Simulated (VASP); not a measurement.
Wanted: the native input for a VASP 6.6.1 run.

| Quantity | Value |
| --- | --- |
| Task | electric field gradients |
| Functional | PBEsol |
| Potentials or basis | VASP PAW PBE potentials, release 64 (Ca_sv, F) |
| Cutoff | 520 eV |
| k mesh | 8 × 8 × 8 |
| Occupations | fermi-dirac, width 0.02 eV |
| Spin | no spin polarisation |
| Dipole correction | no |
| Further INCAR settings | ALGO = Normal; EDIFF = 1e-08; NBANDS = 19 |

The structure of CaF2 lies in POSCAR:

```
CaF2
1.0
    0.0000000000      2.7671916217      2.7671916217
    2.7671916217      0.0000000000      2.7671916217
    2.7671916217      2.7671916217      0.0000000000
Ca F
1 2
Direct
    0.0000000000      0.0000000000      0.0000000000
    0.2500000000      0.2500000000      0.2500000000
    0.7500000000      0.7500000000      0.7500000000
```

One way to write it, as run:

INCAR

```
SYSTEM = CaF2
PREC = Accurate ; ENCUT = 520
EDIFF = 1E-8 ; ISMEAR = -1
SIGMA = 0.02 ; LREAL = .FALSE.
LASPH = .TRUE. ; NELM = 120
ALGO = Normal ; ISIF = 2
LWAVE = .FALSE. ; LCHARG = .FALSE.
GGA = PS ; LEFG = .TRUE.
NBANDS = 19 ; GGA_COMPAT = .FALSE.
```

KPOINTS

```
Automatic mesh
0
G
  8 8 8
  0 0 0
```

Potentials or basis: VASP PAW PBE potentials, release 64 (Ca_sv, F).

The run is started by

```sh
$ cat potpaw_PBE.64/Ca_sv/POTCAR potpaw_PBE.64/F/POTCAR > POTCAR
$ mpirun -np 1 vasp_std > vasp.out
```

It gave:

```json
{
 "Pressure": "-4.5 GPa",
 "Band gap on the k mesh": "6.87 eV (least direct gap 7.12 eV)",
 "Largest electric field gradient by atom": "zero within the noise of the run"
}
```

Caveat: the cell stands under tension; the PAW data sets were made with another functional, which shifts forces and pressure a little.

Run time: 18 s on 1 thread of AMD EPYC 9R45 96-Core Processor (Zen 5), on a shared host, peak memory 0.15 GiB.
